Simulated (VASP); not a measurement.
# C (Fd-3m) in VASP: a series of runs, part 2 of 2

VASP 6.6.1. Earlier steps stand in the parts before.

## 3. Single point, LDA

Contents of INCAR:

```
PREC     = Accurate       # precision mode
ENCUT    = 600            # plane-wave cutoff, eV
EDIFF    = 1E-6           # SCF threshold, eV
ISMEAR   = 0              # smearing method
SIGMA    = 0.02           # smearing width, eV
LREAL    = F              # projectors in reciprocal space
LASPH    = T              # aspherical terms in the spheres
NELM     = 120            # most SCF steps
ALGO     = Normal         # electronic algorithm
ISIF     = 2              # what is computed and relaxed
LWAVE    = F              # write WAVECAR
LCHARG   = F              # write CHGCAR
NBANDS   = 11             # bands
GGA_COMPAT= F
```

Contents of KPOINTS:

```
Automatic mesh
0
Gamma
  12 12 12
```

Contents of POSCAR:

```
C
1.0
    0.0000000000      1.7658692058      1.7658692058
    1.7658692058      0.0000000000      1.7658692058
    1.7658692058      1.7658692058      0.0000000000
C
2
Direct
    0.0000000000      0.0000000000      0.0000000000
    0.2500000000      0.2500000000      0.2500000000
```

Potentials or basis: VASP PAW LDA potentials, release 64 (C).

Started as:

```bash
$ cat potpaw_LDA.64/C/POTCAR > POTCAR
$ mpirun -np 1 vasp_std > vasp.out
```

OUTCAR:

```text
PREC = Accurate
   ENCUT = 600
   EDIFF = 1E-6
   ISMEAR = 0
   LREAL = F
   LASPH = T
   NELM = 120
   ISIF = 2

 ion  position               nearest neighbor table
   1  0.000  0.000  0.000-   2 1.53   2 1.53   2 1.53   2 1.53
   2  0.250  0.250  0.250-   1 1.53   1 1.53   1 1.53   1 1.53

  LATTYP: Found a face centered cubic cell.
 ALAT       =     3.5317384116

  Lattice vectors:

 A1 = (   0.0000000000,   1.7658692058,   1.7658692058)
 A2 = (   1.7658692058,   0.0000000000,   1.7658692058)
 A3 = (   1.7658692058,   1.7658692058,   0.0000000000)

Analysis of symmetry for initial positions (statically):
=====================================================================
 Subroutine PRICEL returns:
 Original cell was already a primitive cell.

 Routine SETGRP: Setting up the symmetry group for a
 face centered cubic supercell.

 Subroutine GETGRP returns: Found 48 space group operations
 (whereof 24 operations were pure point group operations)
 out of a pool of 48 trial point group operations.

The static configuration has the point symmetry T_d .
 The point group associated with its full space group is O_h .

Analysis of symmetry for dynamics (positions and initial velocities):
=====================================================================
 Subroutine PRICEL returns:
 Original cell was already a primitive cell.

 Routine SETGRP: Setting up the symmetry group for a
 face centered cubic supercell.

 Subroutine GETGRP returns: Found 48 space group operations
 (whereof 24 operations were pure point group operations)
 out of a pool of 48 trial point group operations.

The dynamic configuration has the point symmetry T_d .
 The point group associated with its full space group is O_h .

 Subroutine INISYM returns: Found 48 space group operations
 (whereof 24 operations are pure point group operations),
 and found     1 'primitive' translations

----------------------------------------------------------------------------------------

                                     Primitive cell

  volume of cell :      11.0130

  direct lattice vectors                    reciprocal lattice vectors
     0.000000000  1.765869206  1.765869206    -0.283146678  0.283146678  0.283146678
     1.765869206  0.000000000  1.765869206     0.283146678 -0.283146678  0.283146678
     1.765869206  1.765869206  0.000000000     0.283146678  0.283146678 -0.283146678

  length of vectors
     2.497316180  2.497316180  2.497316180     0.490424433  0.490424433  0.490424433

  position of ions in fractional coordinates (direct lattice)
     0.000000000  0.000000000  0.000000000
     0.250000000  0.250000000  0.250000000

  ion indices of the primitive-cell ions
   primitive index   ion index
                 1           1
                 2           2

----------------------------------------------------------------------------------------

 KPOINTS: Automatic mesh

Automatic generation of k-mesh.
 Grid dimensions read from file:
 generate k-points for:   12   12   12

 Generating k-lattice:

  Cartesian coordinates                     Fractional coordinates (reciprocal lattice)
    -0.023595557  0.023595557  0.023595557     0.083333333  0.000000000  0.000000000
     0.023595557 -0.023595557  0.023595557     0.000000000  0.083333333  0.000000000
     0.023595557  0.023595557 -0.023595557     0.000000000  0.000000000  0.083333333

  Length of vectors
     0.040868703  0.040868703  0.040868703

  Shift w.r.t. Gamma in fractional coordinates (k-lattice)
     0.000000000  0.000000000  0.000000000

 Subroutine IBZKPT returns following result:
 ===========================================

 Found     72 irreducible k-points:

 Following reciprocal coordinates:
            Coordinates               Weight
  0.000000  0.000000  0.000000      1.000000
  0.083333  0.000000  0.000000      8.000000
  0.166667  0.000000  0.000000      8.000000
  0.250000  0.000000  0.000000      8.000000
  0.333333  0.000000  0.000000      8.000000
  0.416667  0.000000  0.000000      8.000000
[... 16 lines left out ...]
  0.500000  0.166667  0.000000     24.000000
 -0.416667  0.166667  0.000000     24.000000
 [... further k-points ...]
   k-points           NKPTS =     72   k-points in BZ     NKDIM =     72   number of bands    NBANDS=     11
   number of dos      NEDOS =    301   number of ions     NIONS =      2
   total plane-waves  NPLWV =   8000
   dimension x,y,z NGX =    20 NGY =   20 NGZ =   20
   dimension x,y,z NGXF=    40 NGYF=   40 NGZF=   40
   ions per type =               2
   NGX,Y,Z   is equivalent  to a cutoff of  13.31, 13.31, 13.31 a.u.
   NGXF,Y,Z  is equivalent  to a cutoff of  26.63, 26.63, 26.63 a.u.
 SYSTEM =  unknown system
   PREC   = accura    normal or accurate (medium, high low for compatibility)
   ISTART =      0    job   : 0-new  1-cont  2-samecut
   ICHARG =      2    charge: 1-file 2-atom 10-const
   ISPIN  =      1    spin polarized calculation?
   LNONCOLLINEAR =      F non collinear calculations
   LSORBIT =      F    spin-orbit coupling
   LASPH  =      T    aspherical Exc in radial PAW
   ENCUT  =  600.0 eV  44.10 Ry    6.64 a.u.   4.99  4.99  4.99*2*pi/ulx,y,z
   NELM   =    120;   NELMIN=  2; NELMDL= -5     # of ELM steps
   EDIFF  = 0.1E-05   stopping-criterion for ELM
   LREAL  =      F    real-space projection
[... 7 lines left out ...]
   TEBEG  =    0.0;   TEEND  =   0.0 temperature during run
   PSTRESS=    0.0 pullay stress
   NELECT =       8.0000    total number of electrons
   NUPDOWN=      -1.0000    fix difference up-down
   EMIN   =  10.00;   EMAX   =-10.00  energy-range for DOS
   EFERMI =   0.00;   METHOD = LEGACY
   ISMEAR =     0;   SIGMA  =   0.02  broadening in eV -4-tet -1-fermi 0-gaus
   EFERMI_NEDOS =   21; number of points for ismear=-14 and -15
   IALGO  =     38    algorithm
   IMIX   =      4    mixing-type and parameters
     AMIX     =   0.40;   BMIX     =  1.00
     AMIX_MAG =   1.60;   BMIX_MAG =  1.00
  volume/ion in A,a.u.               =       5.51        37.16
  Fermi-wavevector in a.u.,A,eV,Ry     =   1.471645  2.781005 29.466655  2.165738
  Thomas-Fermi vector in A             =   2.586755
   LORBIT       =      0    0 simple, 1 ext, 2 COOP (PROOUT), +10 PAW based schemes
   GGA     = CA    functional components
   LHFCALC =     F    Hartree Fock is set to
   AEXX    =    0.0000 exact exchange contribution
   IVDW    =     0    specifies the selected vdW correction
   LEPSILON=     F    determine dielectric tensor
   LRPA    =     F    only Hartree local field effects (RPA)
 non-spin polarized calculation
 Gauss-broadening in eV      SIGMA  =   0.02
  energy-cutoff  :      600.00
  volume of cell :       11.01
 maximum number of plane-waves:       380
   NGX =  9   NGY =  9   NGZ =  9

 number of electron       7.9999998 magnetization

 Free energy of the ion-electron system (eV)
  ---------------------------------------------------
  ext. energy  EPLUGINS =         0.00000000
  ---------------------------------------------------
  free energy    TOTEN  =       -20.25207213 eV

  energy without entropy =      -20.25207213  energy(sigma->0) =      -20.25207213

 E-fermi :  10.4175     XC(G=0): -13.6432

 val. band max:       10.1596029970   @ k =   0.0000   0.0000   0.0000
 cond. band min:      14.3570212073   @ k =   0.3333   0.3333   0.0000
 fundamental gap:      4.1974182103
 Fermi energy:        10.4174571431

 k-point     1 :       0.0000    0.0000    0.0000
  band No.  band energies     occupation
      1     -11.5564      2.00000
      2      10.1596      2.00000
      3      10.1596      2.00000
      4      10.1596      2.00000
      5      15.7858      0.00000
      6      15.7858      0.00000
      7      15.7858      0.00000
      8      24.3973      0.00000
      9      29.5566      0.00000
     10      37.1246      0.00000
     11      37.1246      0.00000

 k-point     2 :       0.0833    0.0000    0.0000
  band No.  band energies     occupation
      1     -11.3606      2.00000
      2       8.9181      2.00000
      3       9.8271      2.00000
      4       9.8271      2.00000
      5      16.2203      0.00000
      6      16.2203      0.00000
      7      16.5390      0.00000
      8      24.5053      0.00000
      9      29.8682      0.00000
     10      34.7964      0.00000
     11      34.7964      0.00000
[... 295 lines left out ...]
 k-point    24 :      -0.4167    0.1667    0.0000
  band No.  band energies     occupation
      1      -5.1620      2.00000
      2      -2.6247      2.00000
      3       4.6044      2.00000
      4       6.4791      2.00000
      5      17.7560      0.00000
      6      20.4974      0.00000
      7      21.8064      0.00000
      8      25.7573      0.00000
      9      29.6622      0.00000
     10      34.5511      0.00000
     11      34.9735      0.00000

 [... further k-points ...]
[... 5 lines left out ...]
  --------------------------------------------------------------------------------------
  -------------------------------------------------------------------------------------
  Total        0.0571543      0.0571543      0.0571543      0.0000000      0.0000000      0.0000000
  in kB        8.3148434      8.3148434      8.3148434      0.0000000      0.0000000      0.0000000
  external PRESSURE =       8.3148434 kB  Pullay stress =       0.0000000 kB

 VOLUME and BASIS-vectors are now :
 -----------------------------------------------------------------------------
  energy-cutoff  :      600.00
  volume of cell :       11.01
      direct lattice vectors                 reciprocal lattice vectors
     0.000000000  1.765869206  1.765869206    -0.283146678  0.283146678  0.283146678
     1.765869206  0.000000000  1.765869206     0.283146678 -0.283146678  0.283146678
     1.765869206  1.765869206  0.000000000     0.283146678  0.283146678 -0.283146678

 POSITION                                       TOTAL-FORCE (eV/Angst)
 -----------------------------------------------------------------------------------
      0.00000      0.00000      0.00000         0.000000      0.000000      0.000000
      0.88293      0.88293      0.88293        -0.000000     -0.000000     -0.000000
 -----------------------------------------------------------------------------------
    total drift:                                0.000000      0.000000      0.000000

  FREE ENERGIE OF THE ION-ELECTRON SYSTEM (eV)
  ---------------------------------------------------
  free  energy   TOTEN  =       -20.2520721267 eV

  energy  without entropy=      -20.2520721267  energy(sigma->0) =      -20.25207213
```

It took 11 s on 1 thread of Intel Xeon 8259CL, shared host; peak memory 0.11 GiB.

Results:

- Free energy: -20.2521 eV
- Pressure: 0.8 GPa
- Band gap on the k mesh: 4.20 eV, indirect (least direct gap 5.63 eV)

A k mesh can miss the band edges. Expect the measured gap to be larger: semilocal functionals such as LDA lack the derivative discontinuity.

## 4. Single point, LDA

Contents of INCAR:

```
PREC = Accurate
ENCUT = 600
EDIFF = 1E-6
ISMEAR = 0
SIGMA = 0.02
LREAL = False
LASPH = True
NELM = 120
ALGO = Normal
ISIF = 2
LWAVE = False
LCHARG = False
GGA = CA
NBANDS = 11
GGA_COMPAT = False
```

KPOINTS is that of step 3.

POSCAR is that of step 3.

Potentials or basis: VASP PAW LDA potentials, release 64 (C).

Started as:

```bash
$ cat potpaw_LDA.64/C/POTCAR > POTCAR
$ mpirun -np 1 vasp_std > vasp.out
```

OUTCAR:

```text
PREC = Accurate
   ENCUT = 600
   EDIFF = 1E-6
   ISMEAR = 0
   LREAL = False
   LASPH = True
   NELM = 120
   ISIF = 2
   GGA = CA

 ion  position               nearest neighbor table
   1  0.000  0.000  0.000-   2 1.53   2 1.53   2 1.53   2 1.53
   2  0.250  0.250  0.250-   1 1.53   1 1.53   1 1.53   1 1.53

  LATTYP: Found a face centered cubic cell.
 ALAT       =     3.5317384116

  Lattice vectors:

 A1 = (   0.0000000000,   1.7658692058,   1.7658692058)
 A2 = (   1.7658692058,   0.0000000000,   1.7658692058)
[... 515 lines left out ...]
      7      21.8064      0.00000
      8      25.7573      0.00000
      9      29.6622      0.00000
     10      34.5511      0.00000
     11      34.9735      0.00000

 [... further k-points ...]
[... 5 lines left out ...]
  --------------------------------------------------------------------------------------
  -------------------------------------------------------------------------------------
  Total        0.0571543      0.0571543      0.0571543      0.0000000      0.0000000      0.0000000
  in kB        8.3148434      8.3148434      8.3148434      0.0000000      0.0000000      0.0000000
  external PRESSURE =       8.3148434 kB  Pullay stress =       0.0000000 kB

 VOLUME and BASIS-vectors are now :
 -----------------------------------------------------------------------------
  energy-cutoff  :      600.00
  volume of cell :       11.01
      direct lattice vectors                 reciprocal lattice vectors
     0.000000000  1.765869206  1.765869206    -0.283146678  0.283146678  0.283146678
     1.765869206  0.000000000  1.765869206     0.283146678 -0.283146678  0.283146678
     1.765869206  1.765869206  0.000000000     0.283146678  0.283146678 -0.283146678

 POSITION                                       TOTAL-FORCE (eV/Angst)
 -----------------------------------------------------------------------------------
      0.00000      0.00000      0.00000         0.000000      0.000000      0.000000
      0.88293      0.88293      0.88293        -0.000000     -0.000000     -0.000000
 -----------------------------------------------------------------------------------
    total drift:                                0.000000      0.000000      0.000000

  FREE ENERGIE OF THE ION-ELECTRON SYSTEM (eV)
  ---------------------------------------------------
  free  energy   TOTEN  =       -20.2520721267 eV

  energy  without entropy=      -20.2520721267  energy(sigma->0) =      -20.25207213
```

It took 7.9 s on 1 thread of Intel Xeon 8259CL, shared host; peak memory 0.12 GiB.

Results:

* Free energy: -20.2521 eV
* Pressure: 0.8 GPa
* Band gap on the k mesh: 4.20 eV, indirect (least direct gap 5.63 eV)

## 5. Relaxation of cell and atoms, LDA

Contents of INCAR:

```
PREC     = Accurate       # precision mode
ENCUT    = 600            # plane-wave cutoff, eV
EDIFF    = 1E-7           # SCF threshold, eV
ISMEAR   = 0              # smearing method
SIGMA    = 0.02           # smearing width, eV
LREAL    = F              # projectors in reciprocal space
LASPH    = T              # aspherical terms in the spheres
NELM     = 120            # most SCF steps
ALGO     = Normal         # electronic algorithm
ISIF     = 3              # what is computed and relaxed
LWAVE    = F              # write WAVECAR
LCHARG   = F              # write CHGCAR
IBRION   = 2              # ionic algorithm
NSW      = 100            # ionic steps
EDIFFG   = -0.002         # ionic threshold
GGA_COMPAT= F            
NELMIN   = 4
```

Contents of KPOINTS:

```
regular mesh
0
Gamma
  12 12 12
```

Contents of POSCAR:

```
C
1.0
    0.0000000000      1.7660705302      1.7660705302
    1.7660705302      0.0000000000      1.7660705302
    1.7660705302      1.7660705302      0.0000000000
C
2
Direct
    0.0000000000      0.0000000000      0.0000000000
    0.2500000000      0.2500000000      0.2500000000
```

Started as:

```bash
$ cat potpaw_LDA.64/C/POTCAR > POTCAR
$ mpirun -np 1 vasp_std > vasp.out
```

It took 13 s on 1 thread of Intel Xeon 8259CL, shared host; peak memory 0.11 GiB.

It converged, with:

```yaml
Free_energy: -20.2521 eV
Relaxed_volume: 5.52 Å³/atom
Relaxed_cell: a = 2.499 Å, b = 2.499 Å, c = 2.499 Å, α = 60.00°, β = 60.00°, γ = 60.00°
Space_group_after_relaxing_to_0.05_Å: Fd-3m (No. 227)
Energy_gained_by_relaxing: 0.0 meV/atom
Ionic_steps: 3
Pressure_after_relaxing: 0.0 GPa
Band_gap_on_the_k_mesh: 4.19 eV, indirect (least direct gap 5.62 eV)
```

Final structure:
```
CELL_PARAMETERS angstrom
0.00000 1.76692 1.76692
1.76692 0.00000 1.76692
1.76692 1.76692 0.00000
ATOMIC_POSITIONS crystal
C 0.00000 0.00000 0.00000
C 0.25000 0.25000 0.25000
```

Levels at points of the mesh, in eV from the valence-band top:
| k point | band 1 | band 2 | band 3 | band 4 | band 5 | band 6 | band 7 | band 8 |
| --- | --- | --- | --- | --- | --- | --- | --- | --- |
| (0.00, 0.00, 0.00) | -21.69 | 0.00 | 0.00 | 0.00 | 5.62 | 5.62 | 5.62 | 14.20 |
| (0.50, 0.00, 0.00) | -15.69 | -13.67 | -2.86 | -2.86 | 8.50 | 8.50 | 9.40 | 15.66 |
| (0.50, 0.50, 0.00) | -12.81 | -12.81 | -6.46 | -6.46 | 4.77 | 4.77 | 17.05 | 17.05 |

A k mesh can miss the band edges. A hybrid or GW would open this gap; LDA tends to underestimate it.

## 6. The runs side by side

```tsv
task	cell	k mesh	smearing	gap on the mesh (eV)	pressure (GPa)
single point	a = 2.498 Å, angles 60.0°, 2 atoms	10 × 10 × 10	gaussian 0.1 eV	4.20	0.7
single point	a = 2.497 Å, angles 60.0°, 2 atoms	12 × 12 × 12	gaussian 0.02 eV	4.20	0.8
relaxation of cell and atoms	relaxed from a = 2.498 Å, angles 60.0°, 2 atoms	12 × 12 × 12	gaussian 0.02 eV	4.19	0.0
```

Alike in all rows: level LDA; potentials or basis VASP PAW LDA potentials, release 64 (C); no spin polarisation; cutoff (eV) 600.

Total energies depend on the potentials used, so only differences within one code and one set of settings carry meaning.
